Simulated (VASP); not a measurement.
Here is a VASP 6.6.1 calculation.

Contents of INCAR:

```
PREC = Accurate
ENCUT = 520
EDIFF = 1E-7
ISMEAR = 0
SIGMA = 0.1
LREAL = False
LASPH = True
NELM = 100
ALGO = Normal
ISIF = 2
LWAVE = False
LCHARG = False
GGA = PE
NBANDS = 48
```

KPOINTS

```
regular mesh
0
Gamma
  4 4 10
```

The input POSCAR:

```
Ta5Br3
1.0
    7.4924596342      0.0000000000      0.0000000000
    0.0000000000      7.4924596342      0.0000000000
    0.0000000000      0.0000000000      3.3860230064
Ta Br
5 3
Direct
    0.6969000490      0.3030999510      0.0000000000
    0.3030999510      0.3030999510      0.0000000000
    0.6969000490      0.6969000490      0.0000000000
    0.3030999510      0.6969000490      0.0000000000
    0.5000000000      0.5000000000      0.5000000000
    0.0000000000      0.0000000000      0.5000000000
    0.5000000000      0.0000000000      0.0000000000
    0.0000000000      0.5000000000      0.0000000000
```

Potentials or basis: VASP PAW PBE potentials, release 64 (Ta_pv, Br).

Launch:

```bash
$ cat potpaw_PBE.64/Ta_pv/POTCAR potpaw_PBE.64/Br/POTCAR > POTCAR
$ mpirun -np 1 vasp_std > vasp.out
```

(1) Predict the pressure.

(2) Estimate the band gap on the k mesh.

Answers

(1) 0.1 GPa.

(2) zero (bands 38 and 39 overlap by 0.97 eV).

Caveat: spin-orbit coupling is left out, which moves the levels of the heavy elements.
